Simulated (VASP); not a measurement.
# SnO (P4/nmm) in VASP: a series of runs, part 3 of 3

VASP 6.6.1.

## (5) Electric field gradients, LDA (volume scaled by 1.04)

Input file INCAR:

```
ALGO = Normal ; EDIFF = 1E-8
ENCUT = 520 ; GGA = CA
ISIF = 2 ; ISMEAR = -1
LASPH = T ; LCHARG = F
LEFG = T ; LREAL = F
LWAVE = F ; NBANDS = 28
NELM = 60 ; PREC = Accurate
SIGMA = 0.02
```

Input file KPOINTS:

```
k-points
0
Gamma
  6 6 5
```

Input file POSCAR:

```
SnO
1.0
    3.8520320533      0.0000000000      0.0000000000
    0.0000000000      3.8520320533      0.0000000000
    0.0000000000      0.0000000000      4.8996388769
Sn O
2 2
Direct
    0.0000000000      0.5000000000      0.2385000000
    0.5000000000      0.0000000000      0.7615000000
    0.0000000000      0.0000000000      0.0000000000
    0.5000000000      0.5000000000      0.0000000000
```

Potentials or basis: VASP PAW LDA potentials, release 64 (Sn_d, O).

Run with:

```bash
> cat potpaw_LDA.64/Sn_d/POTCAR potpaw_LDA.64/O/POTCAR > POTCAR
> mpirun -np 1 vasp_std > vasp.out
```

OUTCAR:

```text
EDIFF = 1E-8
   ENCUT = 520
   GGA = CA
   ISIF = 2
   ISMEAR = -1
   LASPH = T
   LREAL = F
   NELM = 60
   PREC = Accurate

 ion  position               nearest neighbor table
   1  0.000  0.500  0.239-   3 2.25   4 2.25   3 2.25   4 2.25   2 3.59   2 3.59   2 3.59   2 3.59
                             2 3.74   2 3.74   2 3.74   2 3.74
   2  0.500  0.000  0.761-   3 2.25   4 2.25   4 2.25   3 2.25   1 3.59   1 3.59   1 3.59   1 3.59
                             1 3.74   1 3.74   1 3.74   1 3.74
   3  0.000  0.000  0.000-   1 2.25   2 2.25   1 2.25   2 2.25
   4  0.500  0.500  0.000-   1 2.25   2 2.25   2 2.25   1 2.25

  LATTYP: Found a simple tetragonal cell.
 ALAT       =     3.8520320533
 C/A-ratio  =     1.2719621252

  Lattice vectors:

 A1 = (   3.8520320533,   0.0000000000,   0.0000000000)
 A2 = (   0.0000000000,   3.8520320533,   0.0000000000)
 A3 = (   0.0000000000,   0.0000000000,   4.8996388769)

Analysis of symmetry for initial positions (statically):
=====================================================================
 Subroutine PRICEL returns:
 Original cell was already a primitive cell.

 Routine SETGRP: Setting up the symmetry group for a
 simple tetragonal supercell.
[... 949 lines left out ...]
      0.00000      0.00000      0.00000         0.000000     -0.000000      0.000000
      1.92602      1.92602      0.00000        -0.000000      0.000000      0.000000
 -----------------------------------------------------------------------------------
    total drift:                                0.000000      0.000000     -0.000000

  FREE ENERGIE OF THE ION-ELECTRON SYSTEM (eV)
  ---------------------------------------------------
  free  energy   TOTEN  =       -25.6375263939 eV

  energy  without entropy=      -25.6375064541  energy(sigma->0) =      -25.63751642

 Electric field gradients (V/A^2)
---------------------------------------------------------------------
 ion       V_xx      V_yy      V_zz      V_xy      V_xz      V_yz
---------------------------------------------------------------------
   1      79.125    79.125  -158.249     0.000     0.000     0.000
   2      79.125    79.125  -158.249     0.000     0.000     0.000
   3      -0.886    -0.886     1.771     0.000     0.000     0.000
   4      -0.886    -0.886     1.771     0.000    -0.000    -0.000
---------------------------------------------------------------------

 Electric field gradients after diagonalization (V/A^2)
 (convention: |V_zz| > |V_xx| > |V_yy|)
----------------------------------------------------------------------
 ion       V_xx      V_yy      V_zz     asymmetry (V_yy - V_xx)/ V_zz
----------------------------------------------------------------------
   1      79.125    79.125  -158.249       0.000
   2      79.125    79.125  -158.249       0.000
   3      -0.886    -0.886     1.771       0.000
   4      -0.886    -0.886     1.771       0.000
----------------------------------------------------------------------

           NMR quadrupolar parameters

 Cq : quadrupolar parameter    Cq=e*Q*V_zz/h
 eta: asymmetry parameters     (V_yy - V_xx)/ V_zz
 Q  : nuclear electric quadrupole moment in mb (millibarn)
----------------------------------------------------------------------
 ion       Cq(MHz)       eta       Q (mb)
----------------------------------------------------------------------
   1      -0.383       0.000       1.000
   2      -0.383       0.000       1.000
   3       0.004       0.000       1.000
   4       0.004       0.000       1.000
----------------------------------------------------------------------
```

OSZICAR:

```text
N       E                     dE             d eps       ncg     rms          rms(c)
DAV:   1     0.409789418719E+03    0.40979E+03   -0.19881E+04  1728   0.214E+03
DAV:   2     0.350146692981E+02   -0.37477E+03   -0.36063E+03  1744   0.534E+02
DAV:   3    -0.261311590896E+02   -0.61146E+02   -0.59593E+02  1932   0.180E+02
DAV:   4    -0.292442634927E+02   -0.31131E+01   -0.30982E+01  1944   0.431E+01
DAV:   5    -0.293142928407E+02   -0.70029E-01   -0.70016E-01  1808   0.709E+00    0.114E+01
DAV:   6    -0.257982186584E+02    0.35161E+01   -0.17179E+01  2712   0.464E+01    0.527E+00
DAV:   7    -0.256954127891E+02    0.10281E+00   -0.21797E+00  1964   0.888E+00    0.243E+00
DAV:   8    -0.256507671931E+02    0.44646E-01   -0.34343E-01  1852   0.364E+00    0.761E-01
DAV:   9    -0.256371594089E+02    0.13608E-01   -0.40586E-02  2764   0.198E+00    0.222E-01
DAV:  10    -0.256380021439E+02   -0.84274E-03   -0.68195E-03  2396   0.717E-01    0.153E-01
DAV:  11    -0.256375069646E+02    0.49518E-03   -0.21226E-03  2576   0.401E-01    0.159E-02
DAV:  12    -0.256375272821E+02   -0.20317E-04   -0.22015E-04  1732   0.934E-02    0.201E-02
DAV:  13    -0.256375265434E+02    0.73877E-06   -0.10144E-05  2056   0.228E-02    0.637E-03
DAV:  14    -0.256375264386E+02    0.10479E-06   -0.11459E-06  2036   0.705E-03    0.121E-03
DAV:  15    -0.256375264007E+02    0.37894E-07   -0.16192E-07  1936   0.332E-03    0.109E-03
DAV:  16    -0.256375263939E+02    0.67494E-08   -0.22833E-08  1452   0.121E-03
   1 F= -.25637526E+02 E0= -.25637516E+02  d E =-.199398E-04
```

stdout:

```text
POSCAR found type information on POSCAR SnO
 POSCAR found :  2 types and       4 ions
 scaLAPACK will be used
 LDA part: xc-table for (Slater(with rela. corr.)+CA(PZ))
 , standard interpolation
 POSCAR, INCAR and KPOINTS ok, starting setup
 FFT: planning ... GRIDC
 FFT: planning ... GRID_SOFT
 FFT: planning ... GRID
 WAVECAR not read
 entering main loop
ion   1

ion   2

ion   3

ion   4
```

Run time: 31 s. Hardware: 1 thread of Intel Xeon 6975P-C (Granite Rapids), shared host; peak memory 0.18 GiB.

Results:

| Quantity | Value |
| --- | --- |
| Free energy | -25.6375 eV |
| Pressure | -5.9 GPa |
| Largest force | 0.661 eV/Å |
| Band gap on the k mesh | 0.22 eV, indirect (least direct gap 2.01 eV) |

Forces in eV/Å, atoms in the order of the input:
```
Sn   0.000  0.000 -0.661
Sn   0.000  0.000  0.661
O    0.000  0.000  0.000
O    0.000  0.000  0.000
```

Stress tensor (GPa, compression positive):
```
-6.17  0.00  0.00
 0.00 -6.17  0.00
 0.00  0.00 -5.22
```

Electric field gradients, principal values (V/Å²):
| atom | least | middle | greatest (by size) |
| --- | --- | --- | --- |
| 1 Sn | 79.125 | 79.125 | -158.249 |
| 2 Sn | 79.125 | 79.125 | -158.249 |
| 3 O | -0.886 | -0.886 | 1.771 |
| 4 O | -0.886 | -0.886 | 1.771 |

Caveat: the cell differs from its parent crystal (volume scaled by 1.04); without QUAD_EFG the Cq values of the log hold for a quadrupole moment of 1 mb, not for the nuclei; spin-orbit coupling is left out, which moves the levels of the heavy elements.

## (6) Electric field gradients, LDA

This run uses another cell than the first one, of 17.48 Å³/atom, 1.020 times its volume.

Input file INCAR:

```
  PREC = Accurate
  ENCUT = 520
  EDIFF = 1E-8
  ISMEAR = -1
  SIGMA = 0.02
  LREAL = False
  LASPH = True
  NELM = 80
  ALGO = Normal
  ISIF = 2
  LWAVE = False
  LCHARG = False
  GGA = CA
  LEFG = True
  NBANDS = 28
```

Input file KPOINTS:

```
Automatic mesh
0
Gamma
  6 6 5
```

Input file POSCAR:

```
SnO
1.0
    3.8020000000      0.0000000000      0.0000000000
    0.0000000000      3.8020000000      0.0000000000
    0.0000000000      0.0000000000      4.8360000000
Sn O
2 2
Direct
    0.0000000000      0.5000000000      0.2385000000
    0.5000000000      0.0000000000      0.7615000000
    0.0000000000      0.0000000000      0.0000000000
    0.5000000000      0.5000000000      0.0000000000
```

Potentials or basis: VASP PAW LDA potentials, release 64 (Sn_d, O).

Run with:

```bash
> cat potpaw_LDA.64/Sn_d/POTCAR potpaw_LDA.64/O/POTCAR > POTCAR
> mpirun -np 1 vasp_std > vasp.out
```

OUTCAR:

```text
PREC = Accurate
   ENCUT = 520
   EDIFF = 1E-8
   ISMEAR = -1
   LREAL = False
   LASPH = True
   NELM = 80
   ISIF = 2
   GGA = CA

 ion  position               nearest neighbor table
   1  0.000  0.500  0.239-   3 2.22   4 2.22   3 2.22   4 2.22   2 3.54   2 3.54   2 3.54   2 3.54
                             2 3.69   2 3.69   2 3.69   2 3.69
   2  0.500  0.000  0.761-   3 2.22   4 2.22   4 2.22   3 2.22   1 3.54   1 3.54   1 3.54   1 3.54
                             1 3.69   1 3.69   1 3.69   1 3.69
   3  0.000  0.000  0.000-   1 2.22   2 2.22   1 2.22   2 2.22
   4  0.500  0.500  0.000-   1 2.22   2 2.22   2 2.22   1 2.22

  LATTYP: Found a simple tetragonal cell.
 ALAT       =     3.8020000000
 C/A-ratio  =     1.2719621252

  Lattice vectors:

 A1 = (   3.8020000000,   0.0000000000,   0.0000000000)
 A2 = (   0.0000000000,   3.8020000000,   0.0000000000)
 A3 = (   0.0000000000,   0.0000000000,   4.8360000000)

Analysis of symmetry for initial positions (statically):
=====================================================================
 Subroutine PRICEL returns:
 Original cell was already a primitive cell.
[... 950 lines left out ...]
      1.90100      0.00000      3.68261        -0.000000      0.000000      0.150877
      0.00000      0.00000      0.00000         0.000000     -0.000000      0.000000
      1.90100      1.90100      0.00000         0.000000      0.000000      0.000000
 -----------------------------------------------------------------------------------
    total drift:                                0.000000      0.000000      0.000000

  FREE ENERGIE OF THE ION-ELECTRON SYSTEM (eV)
  ---------------------------------------------------
  free  energy   TOTEN  =       -25.7090613739 eV

  energy  without entropy=      -25.7088172711  energy(sigma->0) =      -25.70893932

 Electric field gradients (V/A^2)
---------------------------------------------------------------------
 ion       V_xx      V_yy      V_zz      V_xy      V_xz      V_yz
---------------------------------------------------------------------
   1      82.439    82.439  -164.878    -0.000    -0.000     0.000
   2      82.439    82.439  -164.878     0.000     0.000     0.000
   3      -0.979    -0.979     1.958     0.000    -0.000     0.000
   4      -0.979    -0.979     1.958    -0.000    -0.000    -0.000
---------------------------------------------------------------------

 Electric field gradients after diagonalization (V/A^2)
 (convention: |V_zz| > |V_xx| > |V_yy|)
----------------------------------------------------------------------
 ion       V_xx      V_yy      V_zz     asymmetry (V_yy - V_xx)/ V_zz
----------------------------------------------------------------------
   1      82.439    82.439  -164.878       0.000
   2      82.439    82.439  -164.878       0.000
   3      -0.979    -0.979     1.958       0.000
   4      -0.979    -0.979     1.958       0.000
----------------------------------------------------------------------

           NMR quadrupolar parameters

 Cq : quadrupolar parameter    Cq=e*Q*V_zz/h
 eta: asymmetry parameters     (V_yy - V_xx)/ V_zz
 Q  : nuclear electric quadrupole moment in mb (millibarn)
----------------------------------------------------------------------
 ion       Cq(MHz)       eta       Q (mb)
----------------------------------------------------------------------
   1      -0.399       0.000       1.000
   2      -0.399       0.000       1.000
   3       0.005       0.000       1.000
   4       0.005       0.000       1.000
----------------------------------------------------------------------
```

OSZICAR:

```text
N       E                     dE             d eps       ncg     rms          rms(c)
DAV:   1     0.415864379206E+03    0.41586E+03   -0.19870E+04  1712   0.220E+03
DAV:   2     0.326890437057E+02   -0.38318E+03   -0.36795E+03  1736   0.526E+02
DAV:   3    -0.264322052695E+02   -0.59121E+02   -0.57944E+02  1920   0.180E+02
DAV:   4    -0.292517890224E+02   -0.28196E+01   -0.28051E+01  1908   0.414E+01
DAV:   5    -0.293194815411E+02   -0.67693E-01   -0.67682E-01  1860   0.696E+00    0.114E+01
DAV:   6    -0.258339760643E+02    0.34855E+01   -0.16135E+01  2712   0.454E+01    0.511E+00
DAV:   7    -0.257640834456E+02    0.69893E-01   -0.20007E+00  1968   0.869E+00    0.242E+00
DAV:   8    -0.257218871681E+02    0.42196E-01   -0.31761E-01  2020   0.363E+00    0.765E-01
DAV:   9    -0.257086991640E+02    0.13188E-01   -0.39499E-02  2736   0.211E+00    0.214E-01
DAV:  10    -0.257094131659E+02   -0.71400E-03   -0.60815E-03  2424   0.691E-01    0.135E-01
DAV:  11    -0.257090440481E+02    0.36912E-03   -0.14251E-03  2568   0.355E-01    0.181E-02
DAV:  12    -0.257090648659E+02   -0.20818E-04   -0.21694E-04  1720   0.809E-02    0.235E-02
DAV:  13    -0.257090617250E+02    0.31409E-05   -0.11272E-05  2320   0.303E-02    0.627E-03
DAV:  14    -0.257090614137E+02    0.31127E-06   -0.17873E-06  2152   0.843E-03    0.129E-03
DAV:  15    -0.257090613791E+02    0.34657E-07   -0.25364E-07  2024   0.396E-03    0.154E-03
DAV:  16    -0.257090613739E+02    0.51614E-08   -0.32060E-08  1732   0.121E-03
   1 F= -.25709061E+02 E0= -.25708939E+02  d E =-.244103E-03
```

stdout:

```text
POSCAR found type information on POSCAR SnO
 POSCAR found :  2 types and       4 ions
 scaLAPACK will be used
 LDA part: xc-table for (Slater(with rela. corr.)+CA(PZ))
 , standard interpolation
 POSCAR, INCAR and KPOINTS ok, starting setup
 FFT: planning ... GRIDC
 FFT: planning ... GRID_SOFT
 FFT: planning ... GRID
 WAVECAR not read
 entering main loop
ion   1

ion   2

ion   3

ion   4
```

Wall time 52 s (1 thread of Intel Xeon 6975P-C, shared host); peak memory 0.18 GiB.

Results:

```yaml
Free_energy: -25.7091 eV
Pressure: -2.5 GPa
Largest_force: 0.151 eV/Å
Band_gap_on_the_k_mesh: 0.09 eV, indirect (least direct gap 1.96 eV)
```

Forces in eV/Å, atoms in the order of the input:
```
Sn   0.000  0.000 -0.151
Sn   0.000  0.000  0.151
O    0.000  0.000  0.000
O    0.000  0.000  0.000
```

Electric field gradients, principal values (V/Å²):
| atom | least | middle | greatest (by size) |
| --- | --- | --- | --- |
| 1 Sn | 82.439 | 82.439 | -164.878 |
| 2 Sn | 82.439 | 82.439 | -164.878 |
| 3 O | -0.979 | -0.979 | 1.958 |
| 4 O | -0.979 | -0.979 | 1.958 |

Caveat: without QUAD_EFG the Cq values of the log hold for a quadrupole moment of 1 mb, not for the nuclei; spin-orbit coupling is left out, which moves the levels of the heavy elements. A k mesh can miss the band edges.

## (7) The runs side by side

```csv
cell,gap on the mesh (eV),pressure (GPa),largest force (eV/Å)
"a = 3.776, b = 3.776, c = 4.804 Å, 4 atoms",0.02,-0.6,0.15
"a = 3.815, b = 3.815, c = 4.852 Å, 4 atoms",0.12,-3.4,0.29
"a = 3.852, b = 3.852, c = 4.900 Å, 4 atoms",0.22,-5.9,0.66
"a = 3.802, b = 3.802, c = 4.836 Å, 4 atoms",0.09,-2.5,0.15
```

Alike in all rows: task electric field gradients; level LDA; potentials or basis VASP PAW LDA potentials, release 64 (Sn_d, O); no spin polarisation; k mesh 6 × 6 × 5; cutoff (eV) 520; smearing fermi-dirac 0.02 eV.

Caveats: spin-orbit coupling is left out, which moves the levels of the heavy elements.

Absolute energies hang on the potentials; compare differences alone.
